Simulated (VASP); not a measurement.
Input of a VASP 6.6.1 run:

Contents of INCAR:

```
PREC = Accurate
ENCUT = 520
EDIFF = 1E-7
ISMEAR = 0
SIGMA = 0.15
LREAL = F
LASPH = T
NELM = 80
ALGO = Fast
ISIF = 2
LWAVE = F
LCHARG = F
GGA = PE
NBANDS = 28
```

KPOINTS

```
regular mesh
0
Gamma
  18 18 6
```

File POSCAR:

```
Ti3Al
1.0
    3.1673229384      0.0000000000      0.0000000000
   -1.5836614692      2.7429821266      0.0000000000
    0.0000000000      0.0000000000      8.3196071622
Ti Al
3 1
Direct
    0.6666666667      0.3333333333      0.0000000000
    0.3333333333      0.6666666667      0.7504575700
    0.3333333333      0.6666666667      0.2495424300
    0.6666666667      0.3333333333      0.5000000000
```

Potentials or basis: VASP PAW PBE potentials, release 64 (Ti_sv, Al).

Run with:

```bash
$ cat potpaw_PBE.64/Ti_sv/POTCAR potpaw_PBE.64/Al/POTCAR > POTCAR
$ mpirun -np 1 vasp_std > vasp.out
```

Q: What does it give for the pressure?

A: -2.9 GPa.

Q: Predict the band gap on the k mesh.

A: Zero (an odd number of electrons rules out a gap without spin polarisation).

Q: What does it give for the largest force?

A: 0.013 eV/Å.

Forces in eV/Å, atoms in the order of the input:
```
Ti   0.000  0.000  0.000
Ti   0.000  0.000  0.013
Ti   0.000  0.000 -0.013
Al   0.000  0.000  0.000
```
